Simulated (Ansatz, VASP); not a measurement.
**AlGa3N4: VASP beside Ansatz**

File INCAR:

```
SYSTEM = AlGa3N4
PREC = Accurate
ENCUT = 520
EDIFF = 1E-6
ISMEAR = 0
SIGMA = 0.05
LREAL = .FALSE.
LASPH = .TRUE.
NELM = 100
ALGO = Normal
ISIF = 2
LWAVE = .FALSE.
LCHARG = .TRUE.
GGA = CA
LELF = .TRUE.
LVHAR = .TRUE.
NBANDS = 41
```

The input KPOINTS:

```
regular mesh
0
G
  6 6 6
  0 0 0
```

Contents of POSCAR:

```
AlGa3N4
1.0
    4.4849870061      0.0000000000      0.0000000000
    0.0000000000      4.4849870061      0.0000000000
    0.0000000000      0.0000000000      4.4849870061
Al Ga N
1 3 4
Direct
    0.0000000000      0.0000000000      0.0000000000
    0.5000000000      0.5000000000      0.0000000000
    0.5000000000      0.0000000000      0.5000000000
    0.0000000000      0.5000000000      0.5000000000
    0.7548078379      0.7548078379      0.2451921621
    0.7548078379      0.2451921621      0.7548078379
    0.2451921621      0.7548078379      0.7548078379
    0.2451921621      0.2451921621      0.2451921621
```

Input for Ansatz:

```yaml
crystal:
  lattice:
    - [4.4849870061, 0.0, 0.0]
    - [0.0, 4.4849870061, 0.0]
    - [0.0, 0.0, 4.4849870061]
  atoms:
    - { symbol: Al, position: [0.0, 0.0, 0.0] }
    - { symbol: Ga, position: [0.5, 0.5, 0.0] }
    - { symbol: Ga, position: [0.5, 0.0, 0.5] }
    - { symbol: Ga, position: [0.0, 0.5, 0.5] }
    - { symbol: "N", position: [0.7548078379, 0.7548078379, 0.2451921621] }
    - { symbol: "N", position: [0.7548078379, 0.2451921621, 0.7548078379] }
    - { symbol: "N", position: [0.2451921621, 0.7548078379, 0.7548078379] }
    - { symbol: "N", position: [0.2451921621, 0.2451921621, 0.2451921621] }
basis:
  ecutwfc: 520.0
kpoints:
  mp_grid: { grid: [6, 6, 6] }
hamiltonian:
  xc: lda
  pseudopotentials: { kind: paw, azcp: { folder: soft_1 } }
scf:
  occupations: { method: gaussian, width: 0.05 }
output:
  forces: true
  stress: true
  eigenvalues: true
```

Alike in both runs: task single point; functional LDA; k mesh 6 × 6 × 6; occupations gaussian, width 0.05 eV; no spin polarisation.

```csv
,VASP,Ansatz
version,VASP 6.6.1,Ansatz 0.2.0
potentials or method,"VASP PAW LDA potentials, release 64 (Al, Ga_d, N), cutoff 520 eV","scalar-relativistic, plane waves, PAW"
valence electrons in the cell,62,62
```

|  | VASP | Ansatz | Ansatz less VASP |
| --- | --- | --- | --- |
| gap on the k mesh at the Fermi level (eV) | 2.29 | 2.29 | -0.009 |
| least direct gap on the mesh (eV) | 2.29 | 2.29 | -0.009 |
| pressure (GPa) | -6.4 | -7.4 | -0.93 |
| rms of the force components (eV/Å) | 0.009 | 0.002 | -0.0066 |

Ansatz warns that its potentials were made for another functional, while VASP's fit it. LDA's correlation is that of Perdew and Zunger in VASP and of Perdew and Wang (1992) in Ansatz. Atom by atom the forces differ by 0.011 eV/Å (rms over components).
